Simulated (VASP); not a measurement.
A run of VASP 6.6.1:

Contents of INCAR:

```
SYSTEM = Sr
ALGO     = Normal         ! electronic algorithm
EDIFF    = 1E-8           ! SCF threshold, eV
ENCUT    = 520            ! plane-wave cutoff, eV
ISIF     = 2              ! what is computed and relaxed
ISMEAR   = -1             ! smearing method
LASPH    = .True.         ! aspherical terms in the spheres
LCHARG   = .False.        ! write CHGCAR
LEFG     = .True.       
LREAL    = .False.        ! projectors in reciprocal space
LWAVE    = .False.        ! write WAVECAR
NBANDS   = 17             ! bands
NELM     = 60             ! most SCF steps
PREC     = Accurate       ! precision mode
SIGMA    = 0.08           ! smearing width, eV
```

The input KPOINTS:

```
k-points
0
Gamma
  10 10 5
  0 0 0
```

Contents of POSCAR:

```
Sr
1.0
    4.2955853966      0.0000000000      0.0000000000
   -2.1477926983      3.7200860775      0.0000000000
    0.0000000000      0.0000000000      7.0264212286
Sr
2
Direct
    0.3333333333      0.6666666667      0.2500000000
    0.6666666667      0.3333333333      0.7500000000
```

Potentials or basis: VASP PAW LDA potentials, release 64 (Sr_sv).

The run is started by

```console
$ cat potpaw_LDA.64/Sr_sv/POTCAR > POTCAR
$ mpirun -np 1 vasp_std > vasp.out
```

Hardware: 1 thread of Oxide Virtual Turin-like Processor (shared host).

**Question.** Estimate the wall time of this run.

**Answer.** Run time: 110 s on 1 thread of Oxide Virtual Turin-like Processor, on a shared host, peak memory 0.18 GiB. Counts: scf iterations 13, k points 42.
